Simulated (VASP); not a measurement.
Runs of VASP 6.6.1 on BaTiO3. The structure is that of space group Amm2 (No. 38), or close to it. The cells are those of the table. 

```csv
task,level,cell,cutoff (eV),smearing,gap on the mesh (eV),pressure (GPa),largest force (eV/Å)
single point,PBE,"a = 3.963, b = 4.053, c = 4.053 Å, angles 89.7, 90.0, 90.0°, 5 atoms",520,fermi-dirac 0.02 eV,2.24,4.9,(b)
single point,r2SCAN,"a = 3.963, b = 4.053, c = 4.053 Å, angles 89.7, 90.0, 90.0°, 5 atoms",520,gaussian 0.01 eV,2.64,1.9,0.17
relaxation of cell and atoms,PBEsol,"relaxed from a = 3.973, b = 4.105, c = 4.105 Å, angles 89.5, 90.0, 90.0°, 5 atoms",600,fermi-dirac 0.02 eV,2.10,0.0,-
single point,PBE,"a = 3.973, b = 4.105, c = 4.105 Å, angles 89.5, 90.0, 90.0°, 5 atoms",520,fermi-dirac 0.02 eV,2.35,(a),0.09
single point,r2SCAN,"a = 3.963, b = 4.053, c = 4.053 Å, angles 89.7, 90.0, 90.0°, 5 atoms",520,fermi-dirac 0.02 eV,2.64,1.9,0.17
```

Alike in all rows: potentials or basis VASP PAW PBE potentials, release 64 (Ba_sv, Ti_sv, O); no spin polarisation; k mesh 6 × 6 × 6.

Q: Estimate the missing entries.

A: (a) 1.6; (b) 0.16.

Caveats: spin-orbit coupling is left out, which moves the levels of the heavy elements; the PAW data sets were made with another functional, which shifts forces and pressure a little (some runs).

A k mesh can miss the band edges, and the runs leave out spin-orbit coupling on Ba.
